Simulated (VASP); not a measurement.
# MgO (Periclase) (Fm-3m) in VASP: single point with PBE

Aim: the single point of MgO (Periclase) with PBE.

Everything below comes from runs of VASP 6.6.1. Logs are shortened: lines on timing, memory, paths and dates and some standing lists are left out, and cuts for length are marked.

**1. The cell of the first run**

The structure is cubic, space group Fm-3m (No. 225). Conventional cell: a = 4.217 Å, b = 4.217 Å, c = 4.217 Å, α = 90.00°, β = 90.00°, γ = 90.00°. Within 2.8 Å of Mg (site symmetry m-3m) lie 6 O at 2.11 Å. Within 2.8 Å of O (site symmetry m-3m) lie 6 Mg at 2.11 Å.

**2. Single point, PBE**

Input file INCAR:

```
PREC = Accurate ; ENCUT = 520
EDIFF = 1E-6 ; ISMEAR = 0
SIGMA = 0.01 ; LREAL = False
LASPH = True ; NELM = 100
ALGO = Normal ; ISIF = 2
LWAVE = False ; LCHARG = False
GGA = PE ; NBANDS = 11
```

Input file KPOINTS:

```
regular mesh
0
Gamma
  4 4 4
```

Input file POSCAR:

```
MgO
1.0
    0.0000000000      2.1085000000      2.1085000000
    2.1085000000      0.0000000000      2.1085000000
    2.1085000000      2.1085000000      0.0000000000
Mg O
1 1
Direct
    0.0000000000      0.0000000000      0.0000000000
    0.5000000000      0.5000000000      0.5000000000
```

Potentials or basis: VASP PAW PBE potentials, release 64 (Mg, O).

On the command line:

```console
$ cat potpaw_PBE.64/Mg/POTCAR potpaw_PBE.64/O/POTCAR > POTCAR
$ mpirun -np 1 vasp_std > vasp.out
```

OUTCAR:

```text
PREC = Accurate
   ENCUT = 520
   EDIFF = 1E-6
   ISMEAR = 0
   LREAL = False
   LASPH = True
   NELM = 100
   ISIF = 2
   GGA = PE

 ion  position               nearest neighbor table
   1  0.000  0.000  0.000-   2 2.11   2 2.11   2 2.11   2 2.11   2 2.11   2 2.11
   2  0.500  0.500  0.500-   1 2.11   1 2.11   1 2.11   1 2.11   1 2.11   1 2.11

  LATTYP: Found a face centered cubic cell.
 ALAT       =     4.2170000000

  Lattice vectors:

 A1 = (   0.0000000000,   2.1085000000,   2.1085000000)
 A2 = (   2.1085000000,   0.0000000000,   2.1085000000)
 A3 = (   2.1085000000,   2.1085000000,   0.0000000000)

Analysis of symmetry for initial positions (statically):
=====================================================================
 Subroutine PRICEL returns:
 Original cell was already a primitive cell.

 Routine SETGRP: Setting up the symmetry group for a
 face centered cubic supercell.

 Subroutine GETGRP returns: Found 48 space group operations
 (whereof 48 operations were pure point group operations)
 out of a pool of 48 trial point group operations.

The static configuration has the point symmetry O_h .

Analysis of symmetry for dynamics (positions and initial velocities):
=====================================================================
 Subroutine PRICEL returns:
 Original cell was already a primitive cell.

 Routine SETGRP: Setting up the symmetry group for a
 face centered cubic supercell.

 Subroutine GETGRP returns: Found 48 space group operations
 (whereof 48 operations were pure point group operations)
 out of a pool of 48 trial point group operations.

The dynamic configuration has the point symmetry O_h .

 Subroutine INISYM returns: Found 48 space group operations
 (whereof 48 operations are pure point group operations),
 and found     1 'primitive' translations

----------------------------------------------------------------------------------------

                                     Primitive cell

  volume of cell :      18.7478

  direct lattice vectors                    reciprocal lattice vectors
     0.000000000  2.108500000  2.108500000    -0.237135404  0.237135404  0.237135404
     2.108500000  0.000000000  2.108500000     0.237135404 -0.237135404  0.237135404
     2.108500000  2.108500000  0.000000000     0.237135404  0.237135404 -0.237135404

  length of vectors
     2.981869296  2.981869296  2.981869296     0.410730569  0.410730569  0.410730569

  position of ions in fractional coordinates (direct lattice)
     0.000000000  0.000000000  0.000000000
     0.500000000  0.500000000  0.500000000

  ion indices of the primitive-cell ions
   primitive index   ion index
                 1           1
                 2           2

----------------------------------------------------------------------------------------

 KPOINTS: regular mesh

Automatic generation of k-mesh.
 Grid dimensions read from file:
 generate k-points for:    4    4    4

 Generating k-lattice:

  Cartesian coordinates                     Fractional coordinates (reciprocal lattice)
    -0.059283851  0.059283851  0.059283851     0.250000000  0.000000000  0.000000000
     0.059283851 -0.059283851  0.059283851     0.000000000  0.250000000  0.000000000
     0.059283851  0.059283851 -0.059283851     0.000000000  0.000000000  0.250000000

  Length of vectors
     0.102682642  0.102682642  0.102682642

  Shift w.r.t. Gamma in fractional coordinates (k-lattice)
     0.000000000  0.000000000  0.000000000

 Subroutine IBZKPT returns following result:
 ===========================================

 Found      8 irreducible k-points:

 Following reciprocal coordinates:
            Coordinates               Weight
  0.000000  0.000000  0.000000      1.000000
  0.250000  0.000000  0.000000      8.000000
  0.500000  0.000000  0.000000      4.000000
  0.250000  0.250000  0.000000      6.000000
  0.500000  0.250000  0.000000     24.000000
 -0.250000  0.250000  0.000000     12.000000
  0.500000  0.500000  0.000000      3.000000
 -0.250000  0.500000  0.250000      6.000000
   k-points           NKPTS =      8   k-points in BZ     NKDIM =      8   number of bands    NBANDS=     11
   number of dos      NEDOS =    301   number of ions     NIONS =      2
   total plane-waves  NPLWV =  13824
   dimension x,y,z NGX =    24 NGY =   24 NGZ =   24
   dimension x,y,z NGXF=    48 NGYF=   48 NGZF=   48
   ions per type =               1   1
   NGX,Y,Z   is equivalent  to a cutoff of  13.38, 13.38, 13.38 a.u.
   NGXF,Y,Z  is equivalent  to a cutoff of  26.76, 26.76, 26.76 a.u.
 SYSTEM =  unknown system
   PREC   = accura    normal or accurate (medium, high low for compatibility)
   ISTART =      0    job   : 0-new  1-cont  2-samecut
   ICHARG =      2    charge: 1-file 2-atom 10-const
   ISPIN  =      1    spin polarized calculation?
   LNONCOLLINEAR =      F non collinear calculations
   LSORBIT =      F    spin-orbit coupling
   LASPH  =      T    aspherical Exc in radial PAW
   ENCUT  =  520.0 eV  38.22 Ry    6.18 a.u.   5.54  5.54  5.54*2*pi/ulx,y,z
   NELM   =    100;   NELMIN=  2; NELMDL= -5     # of ELM steps
   EDIFF  = 0.1E-05   stopping-criterion for ELM
   LREAL  =      F    real-space projection
   EDIFFG = 0.1E-04   stopping-criterion for IOM
   NSW    =      0    number of steps for IOM
   IBRION =     -1    ionic relax: 0-MD 1-quasi-New 2-CG
   NFREE  =      0    steps in history (QN), initial steepest desc. (CG)
   ISIF   =      2    stress and relaxation
   ISYM   =      2    0-nonsym 1-usesym 2-fastsym
   POTIM  = 0.5000    time-step for ionic-motion
   TEBEG  =    0.0;   TEEND  =   0.0 temperature during run
   PSTRESS=    0.0 pullay stress
   NELECT =       8.0000    total number of electrons
   NUPDOWN=      -1.0000    fix difference up-down
   EMIN   =  10.00;   EMAX   =-10.00  energy-range for DOS
   EFERMI =   0.00;   METHOD = LEGACY
   ISMEAR =     0;   SIGMA  =   0.01  broadening in eV -4-tet -1-fermi 0-gaus
   EFERMI_NEDOS =   21; number of points for ismear=-14 and -15
   IALGO  =     38    algorithm
   IMIX   =      4    mixing-type and parameters
     AMIX     =   0.40;   BMIX     =  1.00
     AMIX_MAG =   1.60;   BMIX_MAG =  1.00
  volume/ion in A,a.u.               =       9.37        63.26
  Fermi-wavevector in a.u.,A,eV,Ry     =   1.232503  2.329092 20.668107  1.519063
  Thomas-Fermi vector in A             =   2.367270
   LORBIT       =      0    0 simple, 1 ext, 2 COOP (PROOUT), +10 PAW based schemes
   GGA     = PE    functional components
   LHFCALC =     F    Hartree Fock is set to
   AEXX    =    0.0000 exact exchange contribution
   IVDW    =     0    specifies the selected vdW correction
   LEPSILON=     F    determine dielectric tensor
   LRPA    =     F    only Hartree local field effects (RPA)
 non-spin polarized calculation
 Gauss-broadening in eV      SIGMA  =   0.01
  energy-cutoff  :      520.00
  volume of cell :       18.75
 maximum number of plane-waves:       531
 NGX is ok and might be reduce to    24
   NGX = 11   NGY = 11   NGZ = 11

 number of electron       8.0000005 magnetization

 Free energy of the ion-electron system (eV)
  ---------------------------------------------------
  ext. energy  EPLUGINS =         0.00000000
  ---------------------------------------------------
  free energy    TOTEN  =       -11.89438994 eV

  energy without entropy =      -11.89438994  energy(sigma->0) =      -11.89438994

 E-fermi :   3.3089     XC(G=0): -11.0589

 val. band max:        3.1760386019   @ k =   0.0000   0.0000   0.0000
 cond. band min:       7.8602574672   @ k =   0.0000   0.0000   0.0000
 fundamental gap:      4.6842188653
 Fermi energy:         3.3088950381

 k-point     1 :       0.0000    0.0000    0.0000
  band No.  band energies     occupation
      1     -14.0715      2.00000
      2       3.1760      2.00000
      3       3.1760      2.00000
      4       3.1760      2.00000
      5       7.8603      0.00000
      6      18.9429      0.00000
      7      18.9429      0.00000
      8      18.9429      0.00000
      9      22.8525      0.00000
     10      24.6199      0.00000
     11      24.6199      0.00000

 k-point     2 :       0.2500    0.0000    0.0000
  band No.  band energies     occupation
      1     -13.4870      2.00000
      2       0.5200      2.00000
      3       2.8371      2.00000
      4       2.8371      2.00000
      5      10.2248      0.00000
      6      15.7199      0.00000
      7      19.7867      0.00000
      8      19.7867      0.00000
      9      23.2576      0.00000
     10      23.2576      0.00000
     11      25.0962      0.00000

 k-point     3 :       0.5000    0.0000    0.0000
  band No.  band energies     occupation
      1     -12.7944      2.00000
      2      -1.4310      2.00000
      3       2.5260      2.00000
      4       2.5260      2.00000
      5      11.0401      0.00000
      6      15.7395      0.00000
      7      19.4364      0.00000
      8      19.4364      0.00000
      9      24.0002      0.00000
     10      25.6237      0.00000
     11      25.6237      0.00000

 k-point     4 :       0.2500    0.2500    0.0000
  band No.  band energies     occupation
      1     -13.3249      2.00000
      2       0.5471      2.00000
      3       2.4410      2.00000
      4       2.4410      2.00000
      5      11.2041      0.00000
      6      14.3197      0.00000
      7      18.6143      0.00000
      8      20.5935      0.00000
      9      20.5935      0.00000
     10      26.4926      0.00000
     11      30.3891      0.00000

 k-point     5 :       0.5000    0.2500    0.0000
  band No.  band energies     occupation
      1     -12.6758      2.00000
      2      -0.6319      2.00000
      3       1.2653      2.00000
      4       2.1609      2.00000
      5      12.8385      0.00000
      6      14.7136      0.00000
      7      16.4225      0.00000
      8      20.7691      0.00000
      9      21.9137      0.00000
     10      27.6070      0.00000
     11      29.8522      0.00000

 k-point     6 :      -0.2500    0.2500    0.0000
  band No.  band energies     occupation
      1     -12.8663      2.00000
      2      -0.3146      2.00000
      3       1.1833      2.00000
      4       2.5263      2.00000
      5      12.6162      0.00000
      6      14.9378      0.00000
      7      17.1475      0.00000
      8      20.6412      0.00000
      9      23.1116      0.00000
     10      24.0991      0.00000
     11      28.8361      0.00000

 k-point     7 :       0.5000    0.5000    0.0000
  band No.  band energies     occupation
      1     -12.5368      2.00000
      2      -0.8987      2.00000
      3       1.8307      2.00000
      4       1.8307      2.00000
      5      12.2798      0.00000
      6      13.0937      0.00000
      7      16.2351      0.00000
      8      22.0872      0.00000
      9      22.0872      0.00000
     10      28.4042      0.00000
     11      29.9588      0.00000

 k-point     8 :      -0.2500    0.5000    0.2500
  band No.  band energies     occupation
      1     -12.4849      2.00000
      2       0.2278      2.00000
      3       0.2278      2.00000
      4       1.4103      2.00000
      5      14.7939      0.00000
      6      14.7939      0.00000
      7      15.2894      0.00000
      8      18.6280      0.00000
      9      25.0661      0.00000
     10      25.0661      0.00000
     11      29.4298      0.00000

------------------------ aborting loop because EDIFF is reached ----------------------------------------

  FORCE on cell =-STRESS in cart. coord.  units (eV):
  Direction    XX          YY          ZZ          XY          YZ          ZX
  --------------------------------------------------------------------------------------
  -------------------------------------------------------------------------------------
  Total        0.3961178      0.3961178      0.3961178      0.0000000      0.0000000      0.0000000
  in kB       33.8519846     33.8519846     33.8519846      0.0000000      0.0000000      0.0000000
  external PRESSURE =      33.8519846 kB  Pullay stress =       0.0000000 kB

 VOLUME and BASIS-vectors are now :
 -----------------------------------------------------------------------------
  energy-cutoff  :      520.00
  volume of cell :       18.75
      direct lattice vectors                 reciprocal lattice vectors
     0.000000000  2.108500000  2.108500000    -0.237135404  0.237135404  0.237135404
     2.108500000  0.000000000  2.108500000     0.237135404 -0.237135404  0.237135404
     2.108500000  2.108500000  0.000000000     0.237135404  0.237135404 -0.237135404

 POSITION                                       TOTAL-FORCE (eV/Angst)
 -----------------------------------------------------------------------------------
      0.00000      0.00000      0.00000         0.000000      0.000000     -0.000000
      2.10850      2.10850      2.10850        -0.000000     -0.000000      0.000000
 -----------------------------------------------------------------------------------
    total drift:                               -0.000000     -0.000000      0.000000

  FREE ENERGIE OF THE ION-ELECTRON SYSTEM (eV)
  ---------------------------------------------------
  free  energy   TOTEN  =       -11.8943899366 eV

  energy  without entropy=      -11.8943899366  energy(sigma->0) =      -11.89438994
```

It took 2.8 s on 1 thread of Intel Xeon Platinum 8559C (Emerald Rapids), shared host; peak memory 0.13 GiB.

What came out:

```
Free energy            : -11.8944 eV
Pressure               : 3.4 GPa
Band gap on the k mesh : 4.68 eV, direct
```

Caveat: the k points lie up to 0.65 Å⁻¹ apart.
